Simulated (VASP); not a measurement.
# TiB (I-4m2) in VASP: a series of runs

The runs below take TiB through single point, with PBEsol.

All numbers are computed with VASP 6.6.1; they aren't measurements. Logs are shortened: lines on timing, memory, paths and dates and some standing lists are left out, and cuts for length are marked.

## 1. The cell of the first run

The structure is tetragonal, space group I-4m2 (No. 119). The conventional cell has a = 2.796 Å, b = 2.796 Å, c = 4.745 Å, α = 90.00°, β = 90.00°, γ = 90.00°. Within 2.4 Å of Ti (site symmetry -4m2) lie 4 B at 1.83 Å. Within 2.4 Å of B (site symmetry -4m2) lie 4 Ti at 1.83 Å.

## 2. Single point, PBEsol

INCAR

```
SYSTEM = TiB
  PREC = Accurate
  ENCUT = 520
  EDIFF = 1E-7
  ISMEAR = 0
  SIGMA = 0.15
  LREAL = .FALSE.
  LASPH = .TRUE.
  NELM = 100
  ALGO = Fast
  ISIF = 2
  LWAVE = .FALSE.
  LCHARG = .FALSE.
  GGA = PS
  NBANDS = 14
```

KPOINTS

```
regular mesh
0
G
  22 22 22
  0 0 0
```

POSCAR

```
TiB
1.0
    0.0000000000      1.9771166967      2.3725400360
    1.9771166967      0.0000000000      2.3725400360
    1.9771166967      1.9771166967      0.0000000000
Ti B
1 1
Direct
    0.7500000000      0.7500000000      0.7500000000
    0.0000000000      0.0000000000      0.0000000000
```

Potentials or basis: VASP PAW PBE potentials, release 64 (Ti_sv, B).

Run with:

```console
cat potpaw_PBE.64/Ti_sv/POTCAR potpaw_PBE.64/B/POTCAR > POTCAR
mpirun -np 1 vasp_std > vasp.out
```

OUTCAR:

```text
SYSTEM = TiB
   PREC = Accurate
   ENCUT = 520
   EDIFF = 1E-7
   ISMEAR = 0
   LREAL = .FALSE.
   LASPH = .TRUE.
   NELM = 100
   ISIF = 2
   GGA = PS

 ion  position               nearest neighbor table
   1  0.750  0.750  0.750-   2 1.83   2 1.83   2 1.83   2 1.83
   2  0.000  0.000  0.000-   1 1.83   1 1.83   1 1.83   1 1.83

  LATTYP: Found a body centered tetragonal cell.
 ALAT       =     2.7960652469
 C/A-ratio  =     1.6970562748

  Lattice vectors:

 A1 = (  -1.9771166967,   0.0000000000,   2.3725400360)
 A2 = (   1.9771166967,   0.0000000000,   2.3725400360)
 A3 = (   0.0000000000,   1.9771166967,  -2.3725400360)

Analysis of symmetry for initial positions (statically):
=====================================================================
 Subroutine PRICEL returns:
 Original cell was already a primitive cell.

 Routine SETGRP: Setting up the symmetry group for a
 body centered tetragonal supercell.

 Subroutine GETGRP returns: Found  8 space group operations
 (whereof  8 operations were pure point group operations)
 out of a pool of 16 trial point group operations.

The static configuration has the point symmetry D_2d.

Analysis of symmetry for dynamics (positions and initial velocities):
=====================================================================
 Subroutine PRICEL returns:
 Original cell was already a primitive cell.

 Routine SETGRP: Setting up the symmetry group for a
 body centered tetragonal supercell.

 Subroutine GETGRP returns: Found  8 space group operations
 (whereof  8 operations were pure point group operations)
 out of a pool of 16 trial point group operations.

The dynamic configuration has the point symmetry D_2d.

 Subroutine INISYM returns: Found  8 space group operations
 (whereof  8 operations are pure point group operations),
 and found     1 'primitive' translations

----------------------------------------------------------------------------------------

                                     Primitive cell

  volume of cell :      18.5485

  direct lattice vectors                    reciprocal lattice vectors
     0.000000000  1.977116697  2.372540036    -0.252893520  0.252893520  0.210744600
     1.977116697  0.000000000  2.372540036     0.252893520 -0.252893520  0.210744600
     1.977116697  1.977116697  0.000000000     0.252893520  0.252893520 -0.210744600

  length of vectors
     3.088355008  3.088355008  2.796065247     0.415118719  0.415118719  0.415118719

  position of ions in fractional coordinates (direct lattice)
     0.750000000  0.750000000  0.750000000
     0.000000000  0.000000000  0.000000000

  ion indices of the primitive-cell ions
   primitive index   ion index
                 1           1
                 2           2

----------------------------------------------------------------------------------------

 KPOINTS: regular mesh

Automatic generation of k-mesh.
 Grid dimensions read from file:
 generate k-points for:   22   22   22

 Generating k-lattice:

  Cartesian coordinates                     Fractional coordinates (reciprocal lattice)
    -0.011495160  0.011495160  0.009579300     0.045454545  0.000000000  0.000000000
     0.011495160 -0.011495160  0.009579300     0.000000000  0.045454545  0.000000000
     0.011495160  0.011495160 -0.009579300    -0.000000000 -0.000000000  0.045454545

  Length of vectors
     0.018869033  0.018869033  0.018869033

  Shift w.r.t. Gamma in fractional coordinates (k-lattice)
     0.000000000  0.000000000  0.000000000

 Subroutine IBZKPT returns following result:
 ===========================================

 Found    834 irreducible k-points:

 Following reciprocal coordinates:
            Coordinates               Weight
  0.000000  0.000000  0.000000      1.000000
  0.045455 -0.000000  0.000000      8.000000
  0.090909 -0.000000  0.000000      8.000000
  0.136364 -0.000000  0.000000      8.000000
  0.181818  0.000000  0.000000      8.000000
  0.227273 -0.000000  0.000000      8.000000
[... 16 lines left out ...]
  0.500000  0.045455  0.000000      8.000000
 -0.454545  0.045455  0.000000      8.000000
 [... further k-points ...]
   k-points           NKPTS =    834   k-points in BZ     NKDIM =    834   number of bands    NBANDS=     14
   number of dos      NEDOS =    301   number of ions     NIONS =      2
   total plane-waves  NPLWV =  13824
   dimension x,y,z NGX =    24 NGY =   24 NGZ =   24
   dimension x,y,z NGXF=    48 NGYF=   48 NGZF=   48
   ions per type =               1   1
   NGX,Y,Z   is equivalent  to a cutoff of  12.92, 12.92, 14.27 a.u.
   NGXF,Y,Z  is equivalent  to a cutoff of  25.84, 25.84, 28.54 a.u.
 SYSTEM =  TiB
   PREC   = accura    normal or accurate (medium, high low for compatibility)
   ISTART =      0    job   : 0-new  1-cont  2-samecut
   ICHARG =      2    charge: 1-file 2-atom 10-const
   ISPIN  =      1    spin polarized calculation?
   LNONCOLLINEAR =      F non collinear calculations
   LSORBIT =      F    spin-orbit coupling
   LASPH  =      T    aspherical Exc in radial PAW
   ENCUT  =  520.0 eV  38.22 Ry    6.18 a.u.   5.74  5.74  5.20*2*pi/ulx,y,z
   NELM   =    100;   NELMIN=  2; NELMDL= -5     # of ELM steps
   EDIFF  = 0.1E-06   stopping-criterion for ELM
   LREAL  =      F    real-space projection
   EDIFFG = 0.1E-05   stopping-criterion for IOM
   NSW    =      0    number of steps for IOM
   IBRION =     -1    ionic relax: 0-MD 1-quasi-New 2-CG
   NFREE  =      0    steps in history (QN), initial steepest desc. (CG)
   ISIF   =      2    stress and relaxation
   ISYM   =      2    0-nonsym 1-usesym 2-fastsym
   POTIM  = 0.5000    time-step for ionic-motion
   TEBEG  =    0.0;   TEEND  =   0.0 temperature during run
   PSTRESS=    0.0 pullay stress
   NELECT =      15.0000    total number of electrons
   NUPDOWN=      -1.0000    fix difference up-down
   EMIN   =  10.00;   EMAX   =-10.00  energy-range for DOS
   EFERMI =   0.00;   METHOD = LEGACY
   ISMEAR =     0;   SIGMA  =   0.15  broadening in eV -4-tet -1-fermi 0-gaus
   EFERMI_NEDOS =   21; number of points for ismear=-14 and -15
   IALGO  =     68    algorithm
   IMIX   =      4    mixing-type and parameters
     AMIX     =   0.40;   BMIX     =  1.00
     AMIX_MAG =   1.60;   BMIX_MAG =  1.00
  volume/ion in A,a.u.               =       9.27        62.59
  Fermi-wavevector in a.u.,A,eV,Ry     =   1.525232  2.882270 31.651671  2.326332
  Thomas-Fermi vector in A             =   2.633430
   LORBIT       =      0    0 simple, 1 ext, 2 COOP (PROOUT), +10 PAW based schemes
   GGA     = PS    functional components
   LHFCALC =     F    Hartree Fock is set to
   AEXX    =    0.0000 exact exchange contribution
   IVDW    =     0    specifies the selected vdW correction
   LEPSILON=     F    determine dielectric tensor
   LRPA    =     F    only Hartree local field effects (RPA)
 non-spin polarized calculation
 RMM-DIIS sequential band-by-band and
 Gauss-broadening in eV      SIGMA  =   0.15
  energy-cutoff  :      520.00
  volume of cell :       18.55
 maximum number of plane-waves:       516
   NGX = 11   NGY = 11   NGZ = 11

 number of electron      14.9999997 magnetization

 Free energy of the ion-electron system (eV)
  ---------------------------------------------------
  ext. energy  EPLUGINS =         0.00000000
  ---------------------------------------------------
  free energy    TOTEN  =       -11.30500276 eV

  energy without entropy =      -11.29424572  energy(sigma->0) =      -11.29962424

 E-fermi :   9.4902     XC(G=0): -12.9266

 val. band max:        9.4880494409   @ k =  -0.4091   0.0455   0.4545
 cond. band min:       9.4969547264   @ k =  -0.0909   0.2727   0.2273
 fundamental gap:      0.0089052855
 Fermi energy:         9.4901793665

 k-point     1 :       0.0000    0.0000    0.0000
  band No.  band energies     occupation
      1     -45.4059      2.00000
      2     -21.7784      2.00000
      3     -21.4931      2.00000
      4     -21.4931      2.00000
      5       0.1282      2.00000
      6       7.0919      2.00000
      7       7.8485      2.00000
      8       7.8485      2.00000
      9      11.1446      0.00000
     10      13.5274      0.00000
     11      19.5078      0.00000
     12      21.8794      0.00000
     13      22.5570      0.00000
     14      22.5570      0.00000

 k-point     2 :       0.0455   -0.0000    0.0000
  band No.  band energies     occupation
      1     -45.4033      2.00000
      2     -21.7837      2.00000
      3     -21.5090      2.00000
      4     -21.4937      2.00000
      5       0.1876      2.00000
      6       7.1028      2.00000
      7       7.8194      2.00000
      8       7.8793      2.00000
      9      11.1431      0.00000
     10      13.4862      0.00000
     11      19.5526      0.00000
     12      21.9541      0.00000
     13      22.4229      0.00000
     14      22.5333      0.00000

 k-point     3 :       0.0909   -0.0000    0.0000
  band No.  band energies     occupation
      1     -45.3959      2.00000
      2     -21.8004      2.00000
      3     -21.5543      2.00000
      4     -21.4954      2.00000
      5       0.3629      2.00000
      6       7.1202      2.00000
      7       7.7475      2.00000
      8       7.9688      2.00000
      9      11.1506      0.00000
     10      13.3720      0.00000
     11      19.6502      0.00000
     12      21.9081      0.00000
     13      22.3408      0.00000
     14      22.4542      0.00000

 k-point     4 :       0.1364   -0.0000    0.0000
  band No.  band energies     occupation
      1     -45.3841      2.00000
      2     -21.8312      2.00000
      3     -21.6204      2.00000
      4     -21.4982      2.00000
      5       0.6453      2.00000
      6       7.0953      2.00000
      7       7.6825      2.00000
      8       8.1093      2.00000
      9      11.1968      0.00000
     10      13.2097      0.00000
     11      19.6824      0.00000
     12      21.4260      0.00000
     13      22.3007      0.00000
     14      22.7453      0.00000

 k-point     5 :       0.1818    0.0000    0.0000
  band No.  band energies     occupation
      1     -45.3689      2.00000
      2     -21.8829      2.00000
      3     -21.6919      2.00000
      4     -21.5017      2.00000
      5       1.0205      2.00000
      6       6.9801      2.00000
      7       7.6759      2.00000
      8       8.2870      2.00000
      9      11.3152      0.00000
     10      13.0343      0.00000
     11      19.4285      0.00000
[... 276 lines left out ...]
 k-point    22 :       0.4545    0.0455    0.0000
  band No.  band energies     occupation
      1     -45.2842      2.00000
      2     -22.3472      2.00000
      3     -21.8843      2.00000
      4     -21.5269      2.00000
      5       3.4018      2.00000
      6       6.5581      2.00000
      7       7.5720      2.00000
      8       9.0822      1.99988
      9      12.9516      0.00000
     10      13.1294      0.00000
     11      15.5288      0.00000
     12      18.7437      0.00000
     13      19.5499      0.00000
     14      22.7332      0.00000

 k-point    23 :       0.5000    0.0455    0.0000
  band No.  band energies     occupation
      1     -45.2785      2.00000
      2     -22.3792      2.00000
      3     -21.8941      2.00000
      4     -21.5252      2.00000
      5       3.5411      2.00000
      6       6.6013      2.00000
      7       7.4986      2.00000
      8       9.0934      1.99982
      9      13.1020      0.00000
     10      13.1247      0.00000
     11      15.5988      0.00000
     12      18.3474      0.00000
     13      19.4650      0.00000
     14      22.5394      0.00000

 k-point    24 :      -0.4545    0.0455    0.0000
  band No.  band energies     occupation
      1     -45.2779      2.00000
      2     -22.3812      2.00000
      3     -21.8956      2.00000
      4     -21.5222      2.00000
      5       3.5418      2.00000
      6       6.5499      2.00000
      7       7.4976      2.00000
      8       9.0839      1.99987
      9      13.0341      0.00000
     10      13.1795      0.00000
     11      15.7913      0.00000
     12      18.2392      0.00000
     13      19.5901      0.00000
     14      22.4568      0.00000

 [... further k-points ...]

------------------------ aborting loop because EDIFF is reached ----------------------------------------

  FORCE on cell =-STRESS in cart. coord.  units (eV):
  Direction    XX          YY          ZZ          XY          YZ          ZX
  --------------------------------------------------------------------------------------
  -------------------------------------------------------------------------------------
  Total       11.6723272     11.6723272     14.1572775      0.0000000      0.0000000      0.0000000
  in kB     1008.2306176   1008.2306176   1222.8753065      0.0000000      0.0000000      0.0000000
  external PRESSURE =    1079.7788473 kB  Pullay stress =       0.0000000 kB

 VOLUME and BASIS-vectors are now :
 -----------------------------------------------------------------------------
  energy-cutoff  :      520.00
  volume of cell :       18.55
      direct lattice vectors                 reciprocal lattice vectors
     0.000000000  1.977116697  2.372540036    -0.252893520  0.252893520  0.210744600
     1.977116697  0.000000000  2.372540036     0.252893520 -0.252893520  0.210744600
     1.977116697  1.977116697  0.000000000     0.252893520  0.252893520 -0.210744600

 POSITION                                       TOTAL-FORCE (eV/Angst)
 -----------------------------------------------------------------------------------
      2.96568      2.96568      3.55881        -0.000000     -0.000000     -0.000000
      0.00000      0.00000      0.00000         0.000000      0.000000      0.000000
 -----------------------------------------------------------------------------------
    total drift:                                0.000001      0.000001     -0.000001

  FREE ENERGIE OF THE ION-ELECTRON SYSTEM (eV)
  ---------------------------------------------------
  free  energy   TOTEN  =       -11.3050027563 eV

  energy  without entropy=      -11.2942457174  energy(sigma->0) =      -11.29962424
```

Run time: 2 min. Hardware: 1 thread of Intel Xeon 6975P-C (Granite Rapids), shared host; peak memory 0.33 GiB.

What came out:

```yaml
Free_energy: -11.3050 eV
Pressure: 108.0 GPa
Band_gap_on_the_k_mesh: zero (an odd number of electrons rules out a gap without spin polarisation)
```

Caveat: the cell stands under pressure; the PAW data sets were made with another functional, which shifts forces and pressure a little.

## 3. Single point, PBEsol

This run uses another cell than the first one, of the same volume but with other edges.

INCAR

```
ALGO = Fast ; EDIFF = 1E-6
ENCUT = 520 ; GGA = PS
ISIF = 2 ; ISMEAR = 0
LASPH = True ; LCHARG = False
LREAL = False ; LWAVE = False
NBANDS = 14 ; NELM = 100
PREC = Accurate ; SIGMA = 0.15
```

KPOINTS

```
k-points
0
Gamma
  22 22 22
```

POSCAR

```
TiB
1.0
    0.0000000000      1.8718724363      2.6468276249
    1.8718724363      0.0000000000      2.6468276249
    1.8718724363      1.8718724363      0.0000000000
Ti B
1 1
Direct
    0.7500000000      0.7500000000      0.7500000000
    0.0000000000      0.0000000000      0.0000000000
```

Potentials or basis: VASP PAW PBE potentials, release 64 (Ti_sv, B).

Run with:

```console
cat potpaw_PBE.64/Ti_sv/POTCAR potpaw_PBE.64/B/POTCAR > POTCAR
mpirun -np 1 vasp_std > vasp.out
```

It took 2.2 min on 1 thread of Intel Xeon 6975P-C (Granite Rapids), shared host; peak memory 0.33 GiB.

The run converged. Its results:

```yaml
Free_energy: -11.6166 eV
Pressure: 101.8 GPa
Band_gap_on_the_k_mesh: zero (an odd number of electrons rules out a gap without spin polarisation)
```

Stress tensor (GPa, compression positive):
```
 91.42   0.00   0.00
  0.00  91.42   0.00
  0.00   0.00 122.52
```

Levels at points of the mesh, in eV from the Fermi level:
```
           k point  band 5  band 6  band 7  band 8  band 9  band 10
(0.00, 0.00, 0.00)  -10.14   -2.76   -1.11   -1.11   -0.16     4.39
(0.50, 0.00, 0.00)   -6.70   -3.70   -2.38    0.33    2.08     3.08
(0.50, 0.50, 0.00)   -5.92   -5.17   -1.45    2.52    2.52     3.43
(0.50, 0.00, 0.50)   -5.36   -4.66   -0.86    0.42    1.66     1.99
```

Caveat: the cell stands under pressure; the PAW data sets were made with another functional, which shifts forces and pressure a little.

## 4. Single point, PBEsol

This run uses another cell than the first one, of the same volume but with other edges.

INCAR

```
SYSTEM = TiB
  ALGO = Fast
  EDIFF = 1E-7
  ENCUT = 520
  GGA = PS
  ISIF = 2
  ISMEAR = 0
  LASPH = .TRUE.
  LCHARG = .FALSE.
  LREAL = .FALSE.
  LWAVE = .FALSE.
  NBANDS = 14
  NELM = 100
  PREC = Accurate
  SIGMA = 0.15
```

KPOINTS

```
k-points
0
G
  22 22 22
  0 0 0
```

POSCAR

```
TiB
1.0
    0.0000000000      2.2179567703      1.8852632548
    2.2179567703      0.0000000000      1.8852632548
    2.2179567703      2.2179567703      0.0000000000
Ti B
1 1
Direct
    0.7500000000      0.7500000000      0.7500000000
    0.0000000000      0.0000000000      0.0000000000
```

Run with:

```console
cat potpaw_PBE.64/Ti_sv/POTCAR potpaw_PBE.64/B/POTCAR > POTCAR
mpirun -np 1 vasp_std > vasp.out
```

Run time: 2.4 min. Hardware: 1 thread of Intel Xeon 6975P-C (Granite Rapids), shared host; peak memory 0.34 GiB.

It converged, with:

```yaml
Free_energy: -11.3726 eV
Pressure: 108.6 GPa
Band_gap_on_the_k_mesh: zero (an odd number of electrons rules out a gap without spin polarisation)
```

Stress tensor (GPa, compression positive):
```
123.50   0.00   0.00
  0.00 123.50   0.00
  0.00   0.00  78.79
```

Levels at points of the mesh, in eV from the Fermi level:
| k point | band 4 | band 5 | band 6 | band 7 | band 8 | band 9 | band 10 | band 11 | band 12 | band 13 |
| --- | --- | --- | --- | --- | --- | --- | --- | --- | --- | --- |
| (0.00, 0.00, 0.00) | -30.98 | -9.25 | -2.04 | -2.04 | -1.57 | 2.10 | 3.62 | 11.54 | 11.54 | 12.42 |
| (0.50, 0.00, 0.00) | -31.06 | -5.85 | -2.74 | -2.08 | -0.49 | 3.44 | 4.35 | 5.99 | 9.33 | 9.60 |
| (0.50, 0.50, 0.00) | -31.51 | -4.82 | -4.79 | 1.19 | 1.19 | 2.72 | 4.50 | 5.68 | 5.68 | 8.28 |
| (0.50, 0.00, 0.50) | -31.22 | -4.91 | -4.25 | 0.18 | 1.21 | 2.43 | 3.88 | 5.38 | 7.05 | 7.06 |

Caveat: the cell stands under pressure; the PAW data sets were made with another functional, which shifts forces and pressure a little.

## 5. The runs side by side

| cell | further INCAR settings | gap on the mesh (eV) | pressure (GPa) |
| --- | --- | --- | --- |
| a = 3.088, b = 3.088, c = 2.796 Å, angles 63.1, 63.1, 53.8°, 2 atoms | ALGO = Fast; EDIFF = 1e-07; NBANDS = 14 | none | 108.0 |
| a = 3.242, b = 3.242, c = 2.647 Å, angles 65.9, 65.9, 48.2°, 2 atoms | ALGO = Fast; EDIFF = 1e-06; NBANDS = 14 | none | 101.8 |
| a = 2.911, b = 2.911, c = 3.137 Å, angles 57.4, 57.4, 65.2°, 2 atoms | ALGO = Fast; EDIFF = 1e-07; NBANDS = 14 | none | 108.6 |

Alike in all rows: task single point; level PBEsol; potentials or basis VASP PAW PBE potentials, release 64 (Ti_sv, B); no spin polarisation; k mesh 22 × 22 × 22; cutoff (eV) 520; smearing gaussian 0.15 eV.

Caveats: the cell stands under pressure; the PAW data sets were made with another functional, which shifts forces and pressure a little.

Total energies depend on the potentials used, so only differences within one code and one set of settings carry meaning.
